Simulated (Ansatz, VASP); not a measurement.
**One calculation of Mg3CdSe4, two programs**

```
Mg Cd Se
1.0
     6.04379    0.00000    0.00000
     0.00000    6.04379    0.00000
     0.00000    0.00000    6.04379
Mg Cd Se
3 1 4
Cartesian
  0.0000 3.0219 3.0219
  3.0219 0.0000 3.0219
  3.0219 3.0219 0.0000
  0.0000 0.0000 0.0000
  1.5451 1.5451 4.4987
  1.5451 4.4987 1.5451
  4.4987 1.5451 1.5451
  4.4987 4.4987 4.4987
```

Alike in both runs: functional PBE; k mesh 6 × 6 × 6; occupations gaussian, width 0.02 eV; no spin polarisation.

Ansatz relaxed the structure, and its values are those at the end. VASP's run is a single point on that final structure, the one shown.

```csv
,VASP,Ansatz
version,VASP 6.6.1,Ansatz 0.2.0
potentials or method,"VASP PAW PBE potentials, release 64 (Mg, Cd, Se), cutoff 520 eV","scalar-relativistic, plane waves, PAW"
valence electrons in the cell,42,114
```

```csv
,VASP,Ansatz,Ansatz less VASP
gap on the k mesh at the Fermi level (eV),1.93,1.93,+0.004
least direct gap on the mesh (eV),1.93,1.93,+0.004
pressure (GPa),0.0,0.0,-0.03
rms of the force components (eV/Å),0.017,0.005,-0.0123
```

VASP's potentials hold 42 valence electrons a cell and Ansatz's 114, so a difference there can come from the potentials and not from the codes.
